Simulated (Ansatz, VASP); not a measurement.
**KI: VASP beside Ansatz**

INCAR

```
ALGO = Normal
EDIFF = 1E-7
ENCUT = 520
GGA = PS
ISIF = 2
ISMEAR = 0
LASPH = True
LCHARG = False
LREAL = False
LWAVE = False
NBANDS = 15
NELM = 80
PREC = Accurate
SIGMA = 0.01
```

Contents of KPOINTS:

```
k-points
0
Gamma
  6 6 6
```

The input POSCAR:

```
KI
1.0
    0.0000000000      3.5024800858      3.5024800858
    3.5024800858      0.0000000000      3.5024800858
    3.5024800858      3.5024800858      0.0000000000
K I
1 1
Direct
    0.0000000000      0.0000000000      0.0000000000
    0.5000000000      0.5000000000      0.5000000000
```

Input for Ansatz:

```yaml
crystal:
  lattice:
    - [0.0, 3.50248008579, 3.50248008579]
    - [3.50248008579, 0.0, 3.50248008579]
    - [3.50248008579, 3.50248008579, 0.0]
  atoms:
    - { symbol: K, position: [0.0, 0.0, 0.0] }
    - { symbol: I, position: [0.5, 0.5, 0.5] }
kpoints:
  mp_grid: { grid: [6, 6, 6] }
scf:
  occupations: { method: fixed }
hamiltonian:
  xc: pbesol
  pseudopotentials: { kind: all_electron, lapw: { basis_error: 0.001 } }
output:
  forces: true
  stress: true
  eigenvalues: true
  eigenstates:
    nscf_kmesh: { grid: [10, 10, 10] }
    de_dk: true
    e_range: [-9, 13.87396359154]
  optics:
    e_range: [0, 30]
    de: 0.2
    sigma: 0.15
    bands: { spectra_wanted_up_to: 30 }
    nscf_kmesh: { grid: [10, 10, 10] }
checkpoint:
  write: ck
  write_wavefunctions: false
```

Alike in both runs: task single point; functional PBEsol; k mesh 6 × 6 × 6; no spin polarisation.

|  | VASP | Ansatz |
| --- | --- | --- |
| version | VASP 6.6.1 | Ansatz 0.2.0 |
| potentials or method | VASP PAW PBE potentials, release 64 (K_sv, I), cutoff 520 eV | all-electron LAPW, scalar-relativistic |
| occupations | gaussian, width 0.01 eV | fixed |

|  | VASP | Ansatz | Ansatz less VASP |
| --- | --- | --- | --- |
| gap on the k mesh at the Fermi level (eV) | 3.87 | 3.87 | +0.004 |
| pressure (GPa) | 0.0 | 0.0 | -0.04 |

VASP's potentials were made for PBE, not for PBEsol. Ansatz ran all-electron here, and VASP with PAW potentials.

Neither program's run includes spin-orbit coupling.
